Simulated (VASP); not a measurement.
A run of VASP 6.6.1:

The input INCAR:

```
SYSTEM = HfO2
PREC     = Accurate       ! precision mode
ENCUT    = 600            ! plane-wave cutoff, eV
EDIFF    = 1E-6           ! SCF threshold, eV
ISMEAR   = -1             ! smearing method
SIGMA    = 0.05           ! smearing width, eV
LREAL    = .False.        ! projectors in reciprocal space
LASPH    = .True.         ! aspherical terms in the spheres
NELM     = 100            ! most SCF steps
ALGO     = Normal         ! electronic algorithm
ISIF     = 3              ! what is computed and relaxed
LWAVE    = .False.        ! write WAVECAR
LCHARG   = .False.        ! write CHGCAR
GGA      = PE             ! functional
IBRION   = 2              ! ionic algorithm
NSW      = 60             ! ionic steps
EDIFFG   = -0.01          ! ionic threshold
```

Contents of KPOINTS:

```
regular mesh
0
Gamma
  8 8 5
  0 0 0
```

File POSCAR:

```
HfO2
1.0
    3.5580193300      0.0000000000      0.0000000000
    0.0000000000      3.5580193300      0.0000000000
    0.0000000000      0.0000000000      5.1718612100
Hf O
2 4
Direct
    0.0000000000      0.0000000000      0.0000000000
    0.5000000000      0.5000000000      0.5000000000
    0.0000000000      0.5000000000      0.1972078800
    0.5000000000      0.0000000000      0.3027921200
    0.5000000000      0.0000000000      0.8027921200
    0.0000000000      0.5000000000      0.6972078800
```

Potentials or basis: VASP PAW PBE potentials, release 64 (Hf_pv, O).

The run is started by

```console
$ cat potpaw_PBE.64/Hf_pv/POTCAR potpaw_PBE.64/O/POTCAR > POTCAR
$ mpirun -np 1 vasp_std > vasp.out
```

Hardware: 1 thread of Intel Xeon 8259CL, on a shared host.

**Question.** How long does it take, and how much memory?

**Answer.** It took 15 min on 1 thread of Intel Xeon 8259CL, with other jobs on the host, peak memory 0.24 GiB. Counts: scf iterations 83, k points 45, ion steps 11.
